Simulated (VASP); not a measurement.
## BN: vibrations by perturbation theory with PBEsol

Crystal: BN.

```
B N
1.0
     2.54510    0.00000    0.00000
    -1.27255    2.20412    0.00000
     0.00000    0.00000    8.36592
B N
4 4
Cartesian
  0.0000 0.0000 0.0033
  0.0000 1.4694 2.0890
  0.0000 0.0000 4.1863
  1.2725 0.7347 6.2720
  0.0000 0.0000 1.5643
  0.0000 1.4694 3.6635
  0.0000 0.0000 5.7472
  1.2725 0.7347 7.8465
```

```json
{"Program": "VASP 6.6.1", "Task": "vibrations by perturbation theory", "Functional": "PBEsol", "Potentials or basis": "VASP PAW PBE potentials, release 64 (B, N)", "Cutoff": "520 eV", "k mesh": "9 × 9 × 4", "Occupations": "gaussian, width 0.01 eV", "Spin": "no spin polarisation", "Dipole correction": "no", "Further INCAR settings": "ALGO = Normal; EDIFF = 1e-08; NBANDS = 26; IBRION = 8; NSW = 1"}
```

The electronic dielectric tensor (diagonal) is 4.62, 4.62, 4.72 and the born charges (mean of the diagonal) is B +1.90, +1.86 (each value once); N -1.88 e. The highest phonon frequency at Γ, LO-TO splitting left out is 1243 cm⁻¹.

Phonon frequencies in cm⁻¹ (negative: imaginary):
| q point | frequencies |
| --- | --- |
| (0.000, 0.000, 0.000) | 0 0 0 339 339 350 350 474 474 629 637 971 983 983 1008 1008 1029 1029 1042 1057 1057 1124 1226 1243 |

Electronic dielectric tensor:
```
4.62 0.00 0.00
0.00 4.62 0.00
0.00 0.00 4.72
```

Born effective charge tensors (e):
atom 1, B
```
1.87 0.00 0.00
0.00 1.87 0.00
0.00 0.00 1.96
```
atom 2, B
```
1.86 0.00 0.00
0.00 1.86 0.00
0.00 0.00 1.87
```
atom 3, B
```
1.87 0.00 0.00
0.00 1.87 0.00
0.00 0.00 1.96
```
atom 4, B
```
1.86 0.00 0.00
0.00 1.86 0.00
0.00 0.00 1.87
```
atom 5, N
```
-1.86  0.00  0.00
 0.00 -1.86  0.00
 0.00  0.00 -1.92
```
atom 6, N
```
-1.87  0.00  0.00
 0.00 -1.87  0.00
 0.00  0.00 -1.90
```
atom 7, N
```
-1.86  0.00  0.00
 0.00 -1.86  0.00
 0.00  0.00 -1.92
```
atom 8, N
```
-1.87  0.00  0.00
 0.00 -1.87  0.00
 0.00  0.00 -1.90
```

It took 30 min on 1 thread of Oxide Virtual Turin-like Processor, with other jobs on the host, peak memory 0.49 GiB.
